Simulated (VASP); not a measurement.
Input of a VASP 6.6.1 run:

File INCAR:

```
PREC = Accurate ; ENCUT = 520
EDIFF = 1E-8 ; ISMEAR = -1
SIGMA = 0.05 ; LREAL = F
LASPH = T ; NELM = 80
ALGO = Normal ; ISIF = 2
LWAVE = F ; LCHARG = F
GGA = PE ; LEFG = T
NBANDS = 28
```

KPOINTS

```
Automatic mesh
0
Gamma
  7 7 7
```

File POSCAR:

```
SrTiO3
1.0
    3.9050000000      0.0000000000      0.0000000000
    0.0000000000      3.9050000000      0.0000000000
    0.0000000000      0.0000000000      3.9050000000
Sr Ti O
1 1 3
Direct
    0.0000000000      0.0000000000      0.0000000000
    0.5000000000      0.5000000000      0.5000000000
    0.0000000000      0.5000000000      0.5000000000
    0.5000000000      0.0000000000      0.5000000000
    0.5000000000      0.5000000000      0.0000000000
```

Potentials or basis: VASP PAW PBE potentials, release 64 (Sr_sv, Ti_sv, O).

Run with:

```console
$ cat potpaw_PBE.64/Sr_sv/POTCAR potpaw_PBE.64/Ti_sv/POTCAR potpaw_PBE.64/O/POTCAR > POTCAR
$ mpirun -np 1 vasp_std > vasp.out
```

Problem. Predict the band gap on the k mesh.

Solution. 1.92 eV, indirect (least direct gap 2.21 eV).

Problem. Estimate the pressure.

Solution. 5.0 GPa.

Electric field gradients, principal values (V/Å²):
```tsv
atom	least	middle	greatest (by size)
1 Sr	0.000	0.000	0.000
2 Ti	0.000	0.000	0.000
3 O	-5.713	-5.713	11.426
4 O	-5.713	-5.713	11.426
5 O	-5.713	-5.713	11.426
```

Caveat: without QUAD_EFG the Cq values of the log hold for a quadrupole moment of 1 mb, not for the nuclei. Expect the measured gap to be larger: semilocal functionals such as PBE lack the derivative discontinuity.
